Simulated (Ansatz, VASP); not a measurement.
**Two plane-wave programs on SrCl2**

The input POSCAR:

```
SrCl2
1.0
    0.0000000000      3.5931368120      3.5931368120
    3.5931368120      0.0000000000      3.5931368120
    3.5931368120      3.5931368120      0.0000000000
Sr Cl
1 2
Direct
    0.0000000000      0.0000000000      0.0000000000
    0.2500000000      0.2500000000      0.2500000000
    0.7500000000      0.7500000000      0.7500000000
```

File INCAR.step1:

```
SYSTEM = SrCl2
PREC = Accurate ; ENCUT = 520
EDIFF = 1E-5 ; ISMEAR = 0
SIGMA = 0.01 ; LREAL = .FALSE.
LASPH = .TRUE. ; NELM = 100
ALGO = Normal ; ISIF = 2
LWAVE = .TRUE. ; LCHARG = .FALSE.
NBANDS = 19 ; GGA = PE
```

File INCAR.step2:

```
SYSTEM = SrCl2
PREC = Accurate ; ENCUT = 520
EDIFF = 1E-7 ; ISMEAR = 0
SIGMA = 0.01 ; LREAL = .FALSE.
LASPH = .TRUE. ; NELM = 100
ALGO = Normal ; ISIF = 2
LWAVE = .FALSE. ; LCHARG = .FALSE.
GGA = PE ; LHFCALC = .TRUE.
HFSCREEN = 0.2079 ; PRECFOCK = Normal
NBANDS = 19 ; ISTART = 1
```

File KPOINTS:

```
regular mesh
0
G
  4 4 4
  0 0 0
```

Input for Ansatz:

```yaml
crystal:
  lattice:
    - [0.0, 3.593136812, 3.593136812]
    - [3.593136812, 0.0, 3.593136812]
    - [3.593136812, 3.593136812, 0.0]
  atoms:
    - { symbol: Sr, position: [0.0, 0.0, 0.0] }
    - { symbol: Cl, position: [0.25, 0.25, 0.25] }
    - { symbol: Cl, position: [0.75, 0.75, 0.75] }
kpoints:
  mp_grid: { grid: [4, 4, 4] }
  band_path:
    path:
      - [0.0, 0.0, 0.0]
      - [0.5, 0.0, 0.5]
      - [0.625, 0.25, 0.625]
      - [0.375, 0.375, 0.75]
      - [0.5, 0.5, 0.5]
      - [0.5, 0.25, 0.75]
      - [0.0, 0.5, 0.5]
    npoints: 1
hamiltonian:
  xc: hse06
scf:
  occupations: { method: fixed }
  n_extra_bands: 4
output:
  forces: true
  stress: true
  eigenvalues: true
```

Change from the starting cell: hydrostatic strain +2.7%.

Alike in both runs: task single point; functional HSE06; k mesh 4 × 4 × 4; no spin polarisation.

|  | VASP | Ansatz |
| --- | --- | --- |
| version | VASP 6.6.1 | Ansatz 0.2.0 |
| potentials or method | VASP PAW PBE potentials, release 64 (Sr_sv, Cl) | plane waves, PAW |
| plane-wave cutoff (eV) | 520 | 420 |
| occupations | gaussian, width 0.01 eV | fixed |
| valence electrons in the cell | 24 | 24 |

|  | VASP | Ansatz | Ansatz less VASP |
| --- | --- | --- | --- |
| gap on the k mesh at the Fermi level (eV) | 6.27 | 6.27 | +0.004 |
| pressure (GPa) | -2.2 | -2.3 | -0.03 |

Ansatz's warnings: stress exchange threshold loose, stress scf threshold loose.
